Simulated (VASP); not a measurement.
Wanted: the native input for a VASP 6.6.1 run.

```yaml
Task: single point
Functional: PBE
Potentials_or_basis: VASP PAW PBE potentials, release 64 (Hf_pv, C)
Cutoff: 520 eV
k_mesh: 15 × 15 × 15
Occupations: fermi-dirac, width 0.05 eV
Spin: no spin polarisation
Dipole_correction: no
Further_INCAR_settings: ALGO = Normal; EDIFF = 1e-07; NBANDS = 14
```

The structure of HfC lies in POSCAR:

```
HfC
1.0
    0.0000000000      2.3093955030      2.3093955030
    2.3093955030      0.0000000000      2.3093955030
    2.3093955030      2.3093955030      0.0000000000
Hf C
1 1
Direct
    0.5000000000      0.5000000000      0.5000000000
    0.0000000000      0.0000000000      0.0000000000
```

This cell differs from its parent crystal: volume scaled by 0.98.

These files were run (other wordings do the same):

INCAR

```
PREC     = Accurate       # precision mode
ENCUT    = 520            # plane-wave cutoff, eV
EDIFF    = 1E-7           # SCF threshold, eV
ISMEAR   = -1             # smearing method
SIGMA    = 0.05           # smearing width, eV
LREAL    = F              # projectors in reciprocal space
LASPH    = T              # aspherical terms in the spheres
NELM     = 80             # most SCF steps
ALGO     = Normal         # electronic algorithm
ISIF     = 2              # what is computed and relaxed
LWAVE    = F              # write WAVECAR
LCHARG   = T              # write CHGCAR
GGA      = PE             # functional
LELF     = T              # ELF
LVHAR    = T            
NBANDS   = 14             # bands
```

KPOINTS

```
Automatic mesh
0
Gamma
  15 15 15
```

Potentials or basis: VASP PAW PBE potentials, release 64 (Hf_pv, C).

Run with:

```bash
$ cat potpaw_PBE.64/Hf_pv/POTCAR potpaw_PBE.64/C/POTCAR > POTCAR
$ mpirun -np 1 vasp_std > vasp.out
```

Results of the run:

| Quantity | Value |
| --- | --- |
| Pressure | 4.6 GPa |
| Band gap on the k mesh | zero (band 7 reaches 7.12 eV, above the bottom of band 8 at 5.68 eV) |

Caveat: spin-orbit coupling is left out, which moves the levels of the heavy elements.

Wall time 23 s on 1 thread of Intel(R) Xeon(R) Platinum 8488C (Sapphire Rapids), on a shared host, peak memory 0.17 GiB.
